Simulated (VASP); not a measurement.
## Te: single point with PBE

Te:

```
CELL_PARAMETERS angstrom
4.96882 0.00000 0.00000
-2.48441 4.30312 0.00000
0.00000 0.00000 10.98056
ATOMIC_POSITIONS crystal
Te 0.33333 0.66667 0.46624
Te 0.66667 0.33333 0.96624
Te 0.66667 0.33333 0.53376
Te 0.33333 0.66667 0.03376
```

This isn't the form of Te at room conditions, which is trigonal, of chains.

| Quantity | Value |
| --- | --- |
| Program | VASP 6.6.1 |
| Task | single point |
| Functional | PBE |
| Potentials or basis | VASP PAW PBE potentials, release 64 (Te) |
| Cutoff | 500 eV |
| k mesh | 12 × 12 × 6 |
| Occupations | gaussian, width 0.1 eV |
| Spin | no spin polarisation |
| Dipole correction | no |
| Further INCAR settings | ALGO = Normal; EDIFF = 1e-06; NBANDS = 20 |

```yaml
Pressure: 0.0 GPa
Band_gap_on_the_k_mesh: zero (bands 12 and 13 overlap by 0.20 eV)
```

Levels at points of the mesh, in eV from the Fermi level:
```
           k point  band 8  band 9  band 10  band 11  band 12  band 13  band 14  band 15  band 16  band 17
(0.00, 0.00, 0.00)   -3.70   -2.94    -2.44    -0.55    -0.04    -0.04     0.03     0.03     0.15     3.49
(0.50, 0.00, 0.00)   -3.33   -1.99    -1.53    -1.52    -1.19     1.68     1.83     1.94     2.00     4.31
(0.00, 0.00, 0.50)   -3.72   -2.72    -2.72    -0.17    -0.17     0.00     0.00     0.00     0.00     4.16
(0.50, 0.00, 0.50)   -3.44   -1.81    -1.81    -1.32    -1.32     1.83     1.83     1.92     1.92     4.71
```

It took 5.5 min on 1 thread of AMD EPYC 7R13 (shared host), peak memory 0.44 GiB.

Caveat: spin-orbit coupling is left out, which moves the levels of the heavy elements; this functional lacks dispersion, which binds the layers, so the pressure and a relaxed spacing across them are unreliable.
